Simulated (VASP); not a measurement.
A run of VASP 6.6.1 is set up as follows.

The input INCAR:

```
ALGO = Normal
DIPOL = 0.5 0.5 0.500
EDIFF = 1E-6
ENCUT = 520
GGA = PE
IDIPOL = 3
ISIF = 2
ISMEAR = -1
LASPH = True
LCHARG = False
LDIPOL = True
LREAL = False
LWAVE = False
NBANDS = 39
NELM = 80
PREC = Accurate
SIGMA = 0.05
```

Contents of KPOINTS:

```
k-points
0
Gamma
  13 8 1
```

The input POSCAR:

```
Hf
1.0
    3.2031969917      0.0000000000      0.0000000000
    0.0000000000      5.0702495505      0.0000000000
    0.0000000000      0.0000000000     22.4728000000
Hf
6
Direct
    0.7500000000      0.7500000000      0.3559862753
    0.2500000000      0.2500000000      0.3971330540
    0.2500000000      0.7500000000      0.4794266106
    0.7500000000      0.2500000000      0.5205733894
    0.7500000000      0.7500000000      0.6028669460
    0.2500000000      0.2500000000      0.6440137247
```

Potentials or basis: VASP PAW PBE potentials, release 64 (Hf_pv).

Command:

```sh
$ cat potpaw_PBE.64/Hf_pv/POTCAR > POTCAR
$ mpirun -np 1 vasp_std > vasp.out
```

Problem. Estimate the largest force.

Solution. 0.539 eV/Å.

Problem. Estimate the band gap on the k mesh.

Solution. Zero (bands 30 and 31 overlap by 0.43 eV).

Forces on the atoms (eV/Å):
```
Hf   0.000  0.000  0.539
Hf   0.000  0.000  0.161
Hf   0.000  0.000 -0.315
Hf   0.000  0.000  0.315
Hf   0.000  0.000 -0.161
Hf   0.000  0.000 -0.539
```

Caveat: spin-orbit coupling is left out, which moves the levels of the heavy elements.
